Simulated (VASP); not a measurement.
Write the native input for VASP 6.6.1 that does the following.

* Task: relaxation of the atoms
* Functional: PBE
* Potentials or basis: VASP PAW PBE potentials, release 64 (Ti_sv, C)
* Cutoff: 520 eV
* k mesh: 8 × 8 × 1
* Occupations: gaussian, width 0.1 eV
* Spin: no spin polarisation
* Dipole correction: yes
* Atoms held fixed (from 0): [0, 1, 2, 3]
* Further INCAR settings: ALGO = Normal; EDIFF = 1e-06; IBRION = 2; EDIFFG = -0.025; NSW = 36
* Atoms held along some axes (from 0): atom 4 along a and b

The structure of Ti4C lies in POSCAR:

```
Ti4C
1.0
    3.2555055347      0.0000000000      0.0000000000
    0.0000000000      3.2555055347      0.0000000000
    0.0000000000      0.0000000000     20.1798089631
Ti C
4 1
Selective dynamics
Direct
    0.5000000000      0.5000000000      0.1982179320  F F F
    0.0000000000      0.0000000000      0.2788803788  F F F
    0.5000000000      0.5000000000      0.3551905195  F F F
    0.0000000000      0.0000000000      0.4301234456  F F F
    0.5000000000      0.5000000000      0.4479630595  F F T
```

The input as run:

INCAR

```
ALGO = Normal ; DIPOL = 0.5 0.5 0.342
EDIFF = 1E-6 ; EDIFFG = -0.025
ENCUT = 520 ; GGA = PE
IBRION = 2 ; IDIPOL = 3
ISIF = 2 ; ISMEAR = 0
LASPH = True ; LCHARG = False
LDIPOL = True ; LREAL = False
LWAVE = False ; NELM = 60
NSW = 36 ; PREC = Accurate
SIGMA = 0.1
```

KPOINTS

```
k-points
0
Gamma
  8 8 1
```

Potentials or basis: VASP PAW PBE potentials, release 64 (Ti_sv, C).

The run is started by

```sh
$ cat potpaw_PBE.64/Ti_sv/POTCAR potpaw_PBE.64/C/POTCAR > POTCAR
$ mpirun -np 1 vasp_std > vasp.out
```

It gave:

The energy gained by relaxing is 2.2 meV/atom and the ionic steps are 2. The band gap on the k mesh is zero (bands 26 and 27 overlap by 0.48 eV).

Run time: 5.2 min on 1 thread of Intel(R) Xeon(R) Platinum 8259CL CPU @ 2.50GHz (Skylake/Cascade Lake), on a shared host, peak memory 0.32 GiB.
